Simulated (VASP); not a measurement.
Runs of VASP 6.6.1 on KTaSe3. The structure is that of space group Pm-3m (No. 221), or close to it. The cells are those of the table. 

| task | cell | k mesh | cutoff (eV) | gap on the mesh (eV) | pressure (GPa) |
| --- | --- | --- | --- | --- | --- |
| single point | a = 4.901 Å, 5 atoms | 8 × 8 × 8 | 520 | none | 11.4 |
| single point | a = 5.165 Å, 5 atoms | 8 × 8 × 8 | 520 | none | -1.7 |
| single point | a = 5.110 Å, 5 atoms | 4 × 4 × 4 | 520 | none | -0.1 |
| single point | a = 5.215 Å, 5 atoms | 8 × 8 × 8 | 520 | none | (a) |
| single point | a = 4.899 Å, 5 atoms | 4 × 4 × 4 | 520 | none | 11.1 |
| single point | a = 4.956 Å, 5 atoms | 8 × 8 × 8 | 520 | none | 7.9 |
| single point | a = 5.010 Å, 5 atoms | 8 × 8 × 8 | 520 | none | (b) |
| relaxation of cell and atoms | relaxed from a = 4.899 Å, 5 atoms | 4 × 4 × 4 | 600 | none | -0.1 |

Alike in all rows: level PBE; potentials or basis VASP PAW PBE potentials, release 64 (K_sv, Ta_pv, Se); no spin polarisation; smearing gaussian 0.1 eV.

Problem. Fill in the values left out.

Solution. (a) -3.3; (b) 4.9.

Caveats: spin-orbit coupling is left out, which moves the levels of the heavy elements; the cell stands under pressure (at least some runs); the cell stands under tension (at least some runs).

A k mesh can miss the band edges, and the runs leave out spin-orbit coupling on Se, Ta.

A gap of «none» marks levels without a gap at the run's occupations.
